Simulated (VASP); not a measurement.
GaO4:

```xyz
5
Lattice="3.9713 0.0000 0.0000 0.0000 3.9713 0.0000 0.0000 0.0000 3.9713" Properties=species:S:1:pos:R:3 pbc="T T T"
Ga    0.0000    0.0000    0.0000
O     1.9856    1.9856    1.9856
O     1.9856    0.0000    0.0000
O     0.0000    1.9856    0.0000
O     0.0000    0.0000    1.9856
```

The cell was generated, and may not be a known phase.

```yaml
Program: VASP 6.6.1
Task: relaxation of cell and atoms
Functional: PBE
Potentials_or_basis: VASP PAW PBE potentials, release 64 (Ga_d, O)
Cutoff: 600 eV
k_mesh: 4 × 4 × 4
Occupations: gaussian, width 0.1 eV
Spin: collinear spin, ferromagnetic start
Starting_moments: "[0.0, 1.0, 1.0, 1.0, 1.0] μB"
```

At the start: pressure -5.2 GPa; volume 12.53 Å³/atom.

Task: How do energy, volume and symmetry change on relaxing?

Result: Over 3 steps the energy falls by 11.1 meV/atom and the volume is 11.87 Å³/atom (-5.2 %); space group Pm-3m (No. 221, to 0.1 Å) before and after; moment 5.00 μB per cell.

The path:
| step | energy change (eV) | largest force (eV/Å) | pressure (GPa) | volume (Å³) |
| --- | --- | --- | --- | --- |
| 1 | 0.0000 | 0.0000 | -5.19 | 62.63 |
| 2 | -0.0548 | 0.0000 | 0.61 | 59.02 |
| 3 | -0.0555 | 0.0000 | 0.01 | 59.35 |

Final structure:
```
Ga O
1.0
     3.90074    0.00000    0.00000
     0.00000    3.90074    0.00000
     0.00000    0.00000    3.90074
Ga O
1 4
Direct
  0.00000 0.00000 0.00000
  0.50000 0.50000 0.50000
  0.50000 0.00000 0.00000
  0.00000 0.50000 0.00000
  0.00000 0.00000 0.50000
```

Caveat: the k points lie up to 0.40 Å⁻¹ apart in the final cell, too coarse for converged energies and pressures of a metal.
